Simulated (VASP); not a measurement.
Write the native input for VASP 6.6.1 that does the following.

* Task: single point
* Functional: PBE-based screened hybrid with 30 % exact exchange
* Potentials or basis: VASP PAW PBE potentials, release 64 (K_sv, F)
* Cutoff: 520 eV
* k mesh: 4 × 4 × 4
* Occupations: gaussian, width 0.01 eV
* Spin: no spin polarisation
* Dipole correction: no
* Grid for exact exchange (PRECFOCK): Normal
* Share of exact exchange: 0.3
* Further INCAR settings: ALGO = Normal; EDIFF = 1e-06; NBANDS = 15
* Screening parameter: 0.1 1/Å

Crystal: KF.

```
K F
1.0
     0.00000    2.65896    2.65896
     2.65896    0.00000    2.65896
     2.65896    2.65896    0.00000
K F
1 1
Direct
  0.00000 0.00000 0.00000
  0.50000 0.50000 0.50000
```

The input as run:

POSCAR

```
KF
1.0
    0.0000000000      2.6589566777      2.6589566777
    2.6589566777      0.0000000000      2.6589566777
    2.6589566777      2.6589566777      0.0000000000
K F
1 1
Direct
    0.0000000000      0.0000000000      0.0000000000
    0.5000000000      0.5000000000      0.5000000000
```

INCAR.step1

```
ALGO = Normal
EDIFF = 1E-5
ENCUT = 520
GGA = PE
ISIF = 2
ISMEAR = 0
LASPH = True
LCHARG = False
LREAL = False
LWAVE = True
NBANDS = 15
NELM = 100
PREC = Accurate
SIGMA = 0.01
```

INCAR.step2

```
AEXX = 0.3
ALGO = Normal
EDIFF = 1E-6
ENCUT = 520
GGA = PE
HFSCREEN = 0.1
ISIF = 2
ISMEAR = 0
ISTART = 1
LASPH = True
LCHARG = False
LHFCALC = True
LREAL = False
LWAVE = False
NBANDS = 15
NELM = 100
PREC = Accurate
PRECFOCK = Normal
SIGMA = 0.01
```

KPOINTS

```
k-points
0
Gamma
  4 4 4
```

Potentials or basis: VASP PAW PBE potentials, release 64 (K_sv, F).

Command:

```bash
$ cat potpaw_PBE.64/K_sv/POTCAR potpaw_PBE.64/F/POTCAR > POTCAR
$ cp INCAR.step1 INCAR
$ mpirun -np 1 vasp_std > vasp.out
$ cp INCAR.step2 INCAR
$ mpirun -np 1 vasp_std > vasp.out
```

It gave:

```json
{
  "Pressure": "0.8 GPa",
  "Band gap on the k mesh": "9.12 eV"
}
```

Caveat: the k points lie up to 0.51 Å⁻¹ apart; the PAW data sets were made with another functional, which shifts forces and pressure a little.

It took 5.3 min on 1 thread of Intel(R) Xeon(R) Platinum 8259CL CPU @ 2.50GHz (Skylake/Cascade Lake) (shared host), peak memory 0.27 GiB.
